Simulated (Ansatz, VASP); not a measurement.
Pt: VASP beside Ansatz

INCAR

```
SYSTEM = Pt
ALGO = Normal
EDIFF = 1E-7
ENCUT = 520
GGA = PE
ISIF = 2
ISMEAR = 0
LASPH = .TRUE.
LCHARG = .FALSE.
LREAL = .FALSE.
LWAVE = .FALSE.
NBANDS = 11
NELM = 100
PREC = Accurate
SIGMA = 0.1
```

Contents of KPOINTS:

```
k-points
0
G
  18 18 18
  0 0 0
```

Contents of POSCAR:

```
Pt
1.0
    0.0000000000      2.0239895502      2.0239895502
    2.0239895502      0.0000000000      2.0239895502
    2.0239895502      2.0239895502      0.0000000000
Pt
1
Direct
    0.0000000000      0.0000000000      0.0000000000
```

Input for Ansatz:

```yaml
crystal:
  lattice:
    - [0.0, 2.0239895493, 2.0239895493]
    - [2.0239895493, 0.0, 2.0239895493]
    - [2.0239895493, 2.0239895493, 0.0]
  atoms:
    - { symbol: Pt, position: [0.0, 0.0, 0.0] }
basis:
  ecutwfc: 420
kpoints:
  mp_grid: { grid: [18, 18, 18] }
hamiltonian:
  xc: pbe
scf:
  occupations: { method: gaussian, width: 0.1 }
output:
  forces: true
  stress: true
  eigenvalues: true
```

Alike in both runs: task single point; functional PBE; k mesh 18 × 18 × 18; occupations gaussian, width 0.1 eV; no spin polarisation.

```csv
,VASP,Ansatz
version,VASP 6.6.1,Ansatz 0.2.0
potentials or method,"VASP PAW PBE potentials, release 64 (Pt), cutoff 520 eV","scalar-relativistic, plane waves, PAW"
valence electrons in the cell,10,18
```

```tsv
	VASP	Ansatz	Ansatz less VASP
gap on the k mesh at the Fermi level (eV)	none	none	-
pressure (GPa)	-12.7	-12.3	+0.39
```

A gap of «none» marks a metal or a gap that the smearing closes. VASP's potentials hold 10 valence electrons a cell and Ansatz's 18, so a difference there can come from the potentials and not from the codes.

Neither program's run includes spin-orbit coupling.
